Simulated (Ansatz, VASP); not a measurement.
## Two plane-wave programs on PbSe

File POSCAR:

```
PbSe
1.0
    0.0000000000      3.0887022205      3.0887022205
    3.0887022205      0.0000000000      3.0887022205
    3.0887022205      3.0887022205      0.0000000000
Pb Se
1 1
Direct
    0.0000000000      0.0000000000      0.0000000000
    0.5000000000      0.5000000000      0.5000000000
```

File INCAR.step1:

```
  ALGO = Normal
  EDIFF = 1E-5
  ENCUT = 520
  GGA = PE
  ISIF = 2
  ISMEAR = 0
  LASPH = T
  LCHARG = F
  LREAL = F
  LWAVE = T
  NBANDS = 17
  NELM = 60
  PREC = Accurate
  SIGMA = 0.01
```

INCAR.step2

```
  AEXX = 0.3
  ALGO = Normal
  EDIFF = 1E-6
  ENCUT = 520
  GGA = PE
  HFSCREEN = 0.2078
  ISIF = 2
  ISMEAR = 0
  ISTART = 1
  LASPH = T
  LCHARG = F
  LHFCALC = T
  LREAL = F
  LWAVE = F
  NBANDS = 17
  NELM = 60
  PREC = Accurate
  PRECFOCK = Normal
  SIGMA = 0.01
```

The input KPOINTS:

```
k-points
0
Gamma
  4 4 4
```

Input for Ansatz:

```yaml
crystal:
  lattice:
    - [0.0, 3.0887022205, 3.0887022205]
    - [3.0887022205, 0.0, 3.0887022205]
    - [3.0887022205, 3.0887022205, 0.0]
  atoms:
    - { symbol: Pb, position: [0.0, 0.0, 0.0] }
    - { symbol: Se, position: [0.5, 0.5, 0.5] }
kpoints:
  mp_grid: { grid: [4, 4, 4] }
hamiltonian:
  xc:
    exchange: pbe
    correlation: pbe
    exx: { coeff: 0.3, omega: 0.2078 }
scf:
  occupations: { method: fixed }
  n_extra_bands: 4
output:
  forces: true
  stress: true
  eigenvalues: true
```

Alike in both runs: task single point; functional PBE-based screened hybrid; k mesh 4 × 4 × 4; no spin polarisation.

|  | VASP | Ansatz |
| --- | --- | --- |
| version | VASP 6.6.1 | Ansatz 0.2.0 |
| potentials or method | VASP PAW PBE potentials, release 64 (Pb_d, Se) | plane waves |
| plane-wave cutoff (eV) | 520 | 420 |
| occupations | gaussian, width 0.01 eV | fixed |
| valence electrons in the cell | 20 | 30 |

Ansatz gave:

| Quantity | Value |
| --- | --- |
| gap on the k mesh at the Fermi level (eV) | 0.89 |
| pressure (GPa) | -0.3 |

Question: Estimate VASP's values.

Answer: gap on the k mesh at the Fermi level (eV): 0.91; pressure (GPa): -0.4.

VASP's potentials were made for PBE, not for PBE-based screened hybrid. VASP's potentials hold 20 valence electrons a cell and Ansatz's 30, so a difference there can come from the potentials and not from the codes. Ansatz's warnings: stress exchange threshold loose, stress scf threshold loose.

The k mesh is coarse, so the values compare programs but aren't converged. Spin-orbit coupling is off throughout.
